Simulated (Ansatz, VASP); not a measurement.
One calculation of AlCdCl2, two programs

```xyz
4
Lattice="-2.0385 2.0385 5.0749 2.0385 -2.0385 5.0749 2.0385 2.0385 -5.0749" Properties=species:S:1:pos:R:3 pbc="T T T"
Al    2.0385    0.0000    2.5374
Cd    0.0000    0.0000    5.0749
Cl    0.0000    2.0385    3.6374
Cl    0.0000    2.0385    1.4374
```

Alike in both runs: task single point; functional PBE; k mesh 6 × 6 × 6; occupations gaussian, width 0.1 eV; no spin polarisation.

```csv
,VASP,Ansatz
version,VASP 6.6.1,Ansatz 0.2.0
potentials or method,"VASP PAW PBE potentials, release 64 (Al, Cd, Cl), cutoff 520 eV","scalar-relativistic, plane waves, PAW"
valence electrons in the cell,29,37
```

```csv
,VASP,Ansatz,Ansatz less VASP
gap on the k mesh at the Fermi level (eV),none,none,-
pressure (GPa),19.7,19.4,-0.29
"traceless stress, the component that is largest in VASP (GPa)",16.90,16.98,+0.074
rms of the force components (eV/Å),2.331,2.358,+0.0277
```

Atom by atom the forces differ by 0.028 eV/Å (rms over components). A gap of «none» marks a metal or a gap that the smearing closes. The functional is the same, so the differences come from potentials, cutoffs and numerics. VASP's potentials hold 29 valence electrons a cell and Ansatz's 37, so a difference there can come from the potentials and not from the codes.

The k mesh is coarse, so the values compare programs but aren't converged.
